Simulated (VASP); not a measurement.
Input of a VASP 6.6.1 run:

Contents of INCAR:

```
PREC = Accurate
ENCUT = 520
EDIFF = 1E-6
ISMEAR = -1
SIGMA = 0.05
LREAL = F
LASPH = T
NELM = 150
ALGO = Normal
ISIF = 2
LWAVE = F
LCHARG = T
ISPIN = 2
MAGMOM = 0 2 0 0
LORBIT = 11
NUPDOWN = 2.0
LMAXMIX = 4
GGA = PS
LELF = T
LVHAR = T
NBANDS = 29
```

Contents of KPOINTS:

```
Automatic mesh
0
Gamma
  7 7 5
```

POSCAR

```
TaVN2
1.0
    3.0498670000      0.0000000000      0.0000000000
    0.0000000000      3.0498670000      0.0000000000
    0.0000000000      0.0000000000      4.2960620000
Ta V N
1 1 2
Direct
    0.0000000000      0.0000000000      0.0000000000
    0.5000000000      0.5000000000      0.5000000000
    0.5000000000      0.5000000000      0.0000000000
    0.0000000000      0.0000000000      0.5000000000
```

Potentials or basis: VASP PAW PBE potentials, release 64 (Ta_pv, V_sv, N).

Command:

```console
$ cat potpaw_PBE.64/Ta_pv/POTCAR potpaw_PBE.64/V_sv/POTCAR potpaw_PBE.64/N/POTCAR > POTCAR
$ mpirun -np 1 vasp_std > vasp.out
```

Problem. What does it give for the pressure?

Solution. -5.9 GPa.

Stress tensor (GPa, compression positive):
```
-4.49  0.00  0.00
 0.00 -4.49  0.00
 0.00  0.00 -8.74
```

Caveat: the PAW data sets were made with another functional, which shifts forces and pressure a little; the total moment is fixed, so each spin has its own Fermi level.
